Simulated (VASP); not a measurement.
# TiCo3 (Pm-3m) in VASP: further runs

TiCo3 is run at these levels: PBEsol; tasks: single point.

Everything below comes from runs of VASP 6.6.1. Logs are shortened: lines on timing, memory, paths and dates and some standing lists are left out, and cuts for length are marked.

### 1 The cell of the first run

Symmetry: Pm-3m, No. 221, cubic system. Conventional cell: a = 3.374 Å, b = 3.374 Å, c = 3.374 Å, α = 90.00°, β = 90.00°, γ = 90.00°. Within 3.2 Å of Ti (site symmetry m-3m) lie 12 Co at 2.39 Å. Within 3.2 Å of Co (site symmetry 4/mmm) lie 4 Ti at 2.39 Å and 8 Co at 2.39 Å.

### 2 Single point, PBEsol, collinear spin, ferromagnetic start (9.61 Å³/atom)

INCAR

```
PREC     = Accurate       # precision mode
ENCUT    = 520            # plane-wave cutoff, eV
EDIFF    = 1E-7           # SCF threshold, eV
ISMEAR   = 0              # smearing method
SIGMA    = 0.15           # smearing width, eV
LREAL    = False          # projectors in reciprocal space
LASPH    = True           # aspherical terms in the spheres
NELM     = 150            # most SCF steps
ALGO     = Normal         # electronic algorithm
ISIF     = 2              # what is computed and relaxed
LWAVE    = False          # write WAVECAR
LCHARG   = False          # write CHGCAR
ISPIN    = 2              # spin polarisation
MAGMOM   = 0.6 1.32 1.32 1.32 # initial moments
LORBIT   = 11             # projections on sites
NUPDOWN  = 4.56           # fixed moment
LMAXMIX  = 4              # l up to which the mixer works
GGA      = PS             # functional
NBANDS   = 32             # bands
```

KPOINTS

```
Automatic mesh
0
Gamma
  12 12 12
```

POSCAR

```
TiCo3
1.0
    3.3744333754      0.0000000000      0.0000000000
    0.0000000000      3.3744333754      0.0000000000
    0.0000000000      0.0000000000      3.3744333754
Ti Co
1 3
Direct
    0.0000000000      0.0000000000      0.0000000000
    0.0000000000      0.5000000000      0.5000000000
    0.5000000000      0.0000000000      0.5000000000
    0.5000000000      0.5000000000      0.0000000000
```

Potentials or basis: VASP PAW PBE potentials, release 64 (Ti_sv, Co).

On the command line:

```sh
> cat potpaw_PBE.64/Ti_sv/POTCAR potpaw_PBE.64/Co/POTCAR > POTCAR
> mpirun -np 1 vasp_std > vasp.out
```

OUTCAR:

```text
PREC = Accurate
   ENCUT = 520
   EDIFF = 1E-7
   ISMEAR = 0
   LREAL = False
   LASPH = True
   NELM = 150
   ISIF = 2
   ISPIN = 2
   LORBIT = 11
   NUPDOWN = 4.56
   GGA = PS

 ion  position               nearest neighbor table
   1  0.000  0.000  0.000-   2 2.39   3 2.39   4 2.39   2 2.39   3 2.39   2 2.39   4 2.39   2 2.39
                             3 2.39   4 2.39   3 2.39   4 2.39
   2  0.000  0.500  0.500-   1 2.39   3 2.39   4 2.39   1 2.39   4 2.39   1 2.39   3 2.39   1 2.39
                             3 2.39   4 2.39   4 2.39   3 2.39
   3  0.500  0.000  0.500-   1 2.39   2 2.39   4 2.39   1 2.39   4 2.39   2 2.39   4 2.39   4 2.39
                             1 2.39   2 2.39   1 2.39   2 2.39
   4  0.500  0.500  0.000-   1 2.39   2 2.39   3 2.39   2 2.39   3 2.39   1 2.39   3 2.39   3 2.39
                             1 2.39   2 2.39   2 2.39   1 2.39

  LATTYP: Found a simple cubic cell.
 ALAT       =     3.3744333754

  Lattice vectors:

 A1 = (   3.3744333754,   0.0000000000,   0.0000000000)
 A2 = (   0.0000000000,   3.3744333754,   0.0000000000)
 A3 = (   0.0000000000,   0.0000000000,   3.3744333754)

Analysis of symmetry for initial positions (statically):
=====================================================================
 Subroutine PRICEL returns:
 Original cell was already a primitive cell.

 Routine SETGRP: Setting up the symmetry group for a
 simple cubic supercell.

 Subroutine GETGRP returns: Found 48 space group operations
 (whereof 48 operations were pure point group operations)
 out of a pool of 48 trial point group operations.

The static configuration has the point symmetry O_h .

Analysis of symmetry for dynamics (positions and initial velocities):
=====================================================================
 Subroutine PRICEL returns:
 Original cell was already a primitive cell.

 Routine SETGRP: Setting up the symmetry group for a
 simple cubic supercell.

 Subroutine GETGRP returns: Found 48 space group operations
 (whereof 48 operations were pure point group operations)
 out of a pool of 48 trial point group operations.

The dynamic configuration has the point symmetry O_h .

Analysis of structural, dynamic, and magnetic symmetry:
=====================================================================
 Subroutine PRICEL returns:
 Original cell was already a primitive cell.

 Routine SETGRP: Setting up the symmetry group for a
 simple cubic supercell.

 Subroutine GETGRP returns: Found 48 space group operations
 (whereof 48 operations were pure point group operations)
 out of a pool of 48 trial point group operations.

The overall configuration has the point symmetry O_h .

 Subroutine INISYM returns: Found 48 space group operations
 (whereof 48 operations are pure point group operations),
 and found     1 'primitive' translations

----------------------------------------------------------------------------------------

                                     Primitive cell

  volume of cell :      38.4240

  direct lattice vectors                    reciprocal lattice vectors
     3.374433375  0.000000000  0.000000000     0.296346049  0.000000000  0.000000000
     0.000000000  3.374433375  0.000000000     0.000000000  0.296346049  0.000000000
     0.000000000  0.000000000  3.374433375     0.000000000  0.000000000  0.296346049

  length of vectors
     3.374433375  3.374433375  3.374433375     0.296346049  0.296346049  0.296346049

  position of ions in fractional coordinates (direct lattice)
     0.000000000  0.000000000  0.000000000
     0.000000000  0.500000000  0.500000000
     0.500000000  0.000000000  0.500000000
     0.500000000  0.500000000  0.000000000

  ion indices of the primitive-cell ions
   primitive index   ion index
                 1           1
                 2           2
                 3           3
                 4           4

----------------------------------------------------------------------------------------

 KPOINTS: Automatic mesh

Automatic generation of k-mesh.
 Grid dimensions read from file:
 generate k-points for:   12   12   12

 Generating k-lattice:

  Cartesian coordinates                     Fractional coordinates (reciprocal lattice)
     0.024695504  0.000000000  0.000000000     0.083333333  0.000000000  0.000000000
     0.000000000  0.024695504  0.000000000     0.000000000  0.083333333  0.000000000
     0.000000000  0.000000000  0.024695504     0.000000000  0.000000000  0.083333333

  Length of vectors
     0.024695504  0.024695504  0.024695504

  Shift w.r.t. Gamma in fractional coordinates (k-lattice)
     0.000000000  0.000000000  0.000000000

 Subroutine IBZKPT returns following result:
 ===========================================

 Found     84 irreducible k-points:

 Following reciprocal coordinates:
            Coordinates               Weight
  0.000000  0.000000  0.000000      1.000000
  0.083333  0.000000  0.000000      6.000000
  0.166667  0.000000  0.000000      6.000000
  0.250000  0.000000  0.000000      6.000000
  0.333333  0.000000  0.000000      6.000000
  0.416667  0.000000  0.000000      6.000000
[... 16 lines left out ...]
  0.333333  0.333333  0.000000     12.000000
  0.416667  0.333333  0.000000     24.000000
 [... further k-points ...]
   k-points           NKPTS =     84   k-points in BZ     NKDIM =     84   number of bands    NBANDS=     32
   number of dos      NEDOS =    301   number of ions     NIONS =      4
   total plane-waves  NPLWV =  21952
   dimension x,y,z NGX =    28 NGY =   28 NGZ =   28
   dimension x,y,z NGXF=    56 NGYF=   56 NGZF=   56
   ions per type =               1   3
   NGX,Y,Z   is equivalent  to a cutoff of  13.79, 13.79, 13.79 a.u.
   NGXF,Y,Z  is equivalent  to a cutoff of  27.59, 27.59, 27.59 a.u.
 SYSTEM =  unknown system
   PREC   = accura    normal or accurate (medium, high low for compatibility)
   ISTART =      0    job   : 0-new  1-cont  2-samecut
   ICHARG =      2    charge: 1-file 2-atom 10-const
   ISPIN  =      2    spin polarized calculation?
   LNONCOLLINEAR =      F non collinear calculations
   LSORBIT =      F    spin-orbit coupling
   LASPH  =      T    aspherical Exc in radial PAW
   ENCUT  =  520.0 eV  38.22 Ry    6.18 a.u.   6.27  6.27  6.27*2*pi/ulx,y,z
   NELM   =    150;   NELMIN=  2; NELMDL= -5     # of ELM steps
   EDIFF  = 0.1E-06   stopping-criterion for ELM
   LREAL  =      F    real-space projection
   EDIFFG = 0.1E-05   stopping-criterion for IOM
   NSW    =      0    number of steps for IOM
   IBRION =     -1    ionic relax: 0-MD 1-quasi-New 2-CG
   NFREE  =      0    steps in history (QN), initial steepest desc. (CG)
   ISIF   =      2    stress and relaxation
   ISYM   =      2    0-nonsym 1-usesym 2-fastsym
   POTIM  = 0.5000    time-step for ionic-motion
   TEBEG  =    0.0;   TEEND  =   0.0 temperature during run
   PSTRESS=    0.0 pullay stress
   NELECT =      39.0000    total number of electrons
   NUPDOWN=       4.5600    fix difference up-down
   EMIN   =  10.00;   EMAX   =-10.00  energy-range for DOS
   EFERMI =   0.00;   METHOD = LEGACY
   ISMEAR =     0;   SIGMA  =   0.15  broadening in eV -4-tet -1-fermi 0-gaus
   EFERMI_NEDOS =   21; number of points for ismear=-14 and -15
   IALGO  =     38    algorithm
   IMIX   =      4    mixing-type and parameters
     AMIX     =   0.40;   BMIX     =  1.00
     AMIX_MAG =   1.60;   BMIX_MAG =  1.00
  volume/ion in A,a.u.               =       9.61        64.82
  Fermi-wavevector in a.u.,A,eV,Ry     =   1.645238  3.109050 36.828378  2.706809
  Thomas-Fermi vector in A             =   2.735069
   LORBIT       =     11    0 simple, 1 ext, 2 COOP (PROOUT), +10 PAW based schemes
   GGA     = PS    functional components
   LHFCALC =     F    Hartree Fock is set to
   AEXX    =    0.0000 exact exchange contribution
   IVDW    =     0    specifies the selected vdW correction
   LEPSILON=     F    determine dielectric tensor
   LRPA    =     F    only Hartree local field effects (RPA)
 spin polarized calculation
 Gauss-broadening in eV      SIGMA  =   0.15
  energy-cutoff  :      520.00
  volume of cell :       38.42
 maximum number of plane-waves:      1064
 NGX is ok and might be reduce to    28
   NGX = 13   NGY = 13   NGZ = 13

 number of electron      39.0000021 magnetization       4.5600006

 Free energy of the ion-electron system (eV)
  ---------------------------------------------------
  ext. energy  EPLUGINS =         0.00000000
  ---------------------------------------------------
  free energy    TOTEN  =       -30.36787310 eV

  energy without entropy =      -30.28423922  energy(sigma->0) =      -30.32605616

 E-fermi :  12.5752     XC(G=0): -14.4639

 val. band max:       14.5295337883   @ k =   0.4167   0.4167   0.2500
 cond. band min:      12.5784460298   @ k =   0.5000   0.2500   0.1667
 fundamental gap:     -1.9510877584
 Fermi energy:        14.5299393204

 spin component 1

 k-point     1 :       0.0000    0.0000    0.0000
  band No.  band energies     occupation
      1     -42.6737      1.00000
      2     -19.1080      1.00000
      3     -19.1080      1.00000
      4     -19.1080      1.00000
      5       3.7271      1.00000
      6       6.9316      1.00000
[... 805 lines left out ...]
     30      26.3223      0.00000
     31      27.0390      0.00000

 [... further k-points ...]

 spin component 2

 k-point     1 :       0.0000    0.0000    0.0000
  band No.  band energies     occupation
      1     -42.4345      1.00000
      2     -18.8706      1.00000
      3     -18.8706      1.00000
      4     -18.8706      1.00000
      5       4.0678      1.00000
      6       7.8087      1.00000
[... 805 lines left out ...]
     30      26.9633      0.00000
     31      27.5884      0.00000

 [... further k-points ...]

 [bands above 31 left out]

------------------------ aborting loop because EDIFF is reached ----------------------------------------

  FORCE on cell =-STRESS in cart. coord.  units (eV):
  Direction    XX          YY          ZZ          XY          YZ          ZX
  --------------------------------------------------------------------------------------
  -------------------------------------------------------------------------------------
  Total       14.3296697     14.3296697     14.3296697      0.0000000      0.0000000      0.0000000
  in kB      597.5086371    597.5086371    597.5086371      0.0000000      0.0000000      0.0000000
  external PRESSURE =     597.5086371 kB  Pullay stress =       0.0000000 kB

 VOLUME and BASIS-vectors are now :
 -----------------------------------------------------------------------------
  energy-cutoff  :      520.00
  volume of cell :       38.42
      direct lattice vectors                 reciprocal lattice vectors
     3.374433375  0.000000000  0.000000000     0.296346049  0.000000000  0.000000000
     0.000000000  3.374433375  0.000000000     0.000000000  0.296346049  0.000000000
     0.000000000  0.000000000  3.374433375     0.000000000  0.000000000  0.296346049

 POSITION                                       TOTAL-FORCE (eV/Angst)
 -----------------------------------------------------------------------------------
      0.00000      0.00000      0.00000         0.000000      0.000000      0.000000
      0.00000      1.68722      1.68722         0.000000      0.000000      0.000000
      1.68722      0.00000      1.68722         0.000000      0.000000      0.000000
      1.68722      1.68722      0.00000         0.000000      0.000000      0.000000
 -----------------------------------------------------------------------------------
    total drift:                                0.000000      0.000000      0.000000

  FREE ENERGIE OF THE ION-ELECTRON SYSTEM (eV)
  ---------------------------------------------------
  free  energy   TOTEN  =       -30.3678731010 eV

  energy  without entropy=      -30.2842392177  energy(sigma->0) =      -30.32605616

 total charge

# of ion       s       p       d       tot
------------------------------------------
    1        2.316   6.289   2.240  10.844
    2        0.603   0.702   7.414   8.718
    3        0.603   0.702   7.414   8.718
    4        0.603   0.702   7.414   8.718
--------------------------------------------------
tot          4.124   8.394  24.482  37.000

 magnetization (x)

# of ion       s       p       d       tot
------------------------------------------
    1        0.007   0.024   0.224   0.255
    2        0.006   0.070   1.317   1.394
    3        0.006   0.070   1.317   1.394
    4        0.006   0.070   1.317   1.394
--------------------------------------------------
tot          0.026   0.234   4.176   4.436
```

Run time: 4 min. Hardware: 1 thread of Oxide Virtual Turin-like, shared host; peak memory 0.25 GiB.

What came out:

* Free energy: -30.3679 eV
* Pressure: 59.8 GPa
* Net moment: 4.56 μB per cell
* Site moments: Ti +0.26; Co +1.39 μB
* Valence electrons inside the program's atomic spheres: Ti 10.84; Co 8.72

Caveat: the cell stands under pressure; the PAW data sets were made with another functional, which shifts forces and pressure a little; the total moment is fixed, so each spin has its own Fermi level and the state may be an excited one.

### 3 Single point, PBEsol, collinear spin, ferromagnetic start (9.61 Å³/atom)

INCAR

```
PREC = Accurate
ENCUT = 520
EDIFF = 1E-6
ISMEAR = 0
SIGMA = 0.15
LREAL = F
LASPH = T
NELM = 150
ALGO = Normal
ISIF = 2
LWAVE = F
LCHARG = F
ISPIN = 2
MAGMOM = 0.1 0.22 0.22 0.22
LORBIT = 11
NUPDOWN = 0.76
LMAXMIX = 4
GGA = PS
NBANDS = 32
```

KPOINTS is that of step 2.

POSCAR is that of step 2.

Potentials or basis: VASP PAW PBE potentials, release 64 (Ti_sv, Co).

On the command line:

```sh
> cat potpaw_PBE.64/Ti_sv/POTCAR potpaw_PBE.64/Co/POTCAR > POTCAR
> mpirun -np 1 vasp_std > vasp.out
```

Run time: 3.5 min. Hardware: 1 thread of Oxide Virtual Turin-like, shared host; peak memory 0.25 GiB.

It converged, with:

- Free energy: -32.1132 eV
- Pressure: 41.9 GPa
- Net moment: 0.76 μB per cell
- Site moments: Ti -0.05; Co +0.27 μB
- Valence electrons inside the program's atomic spheres: Ti 10.79; Co 8.74

Caveat: the cell stands under pressure; the PAW data sets were made with another functional, which shifts forces and pressure a little; the total moment is fixed, so each spin has its own Fermi level and the state may be an excited one.

(Continued in part 2 of 2.)
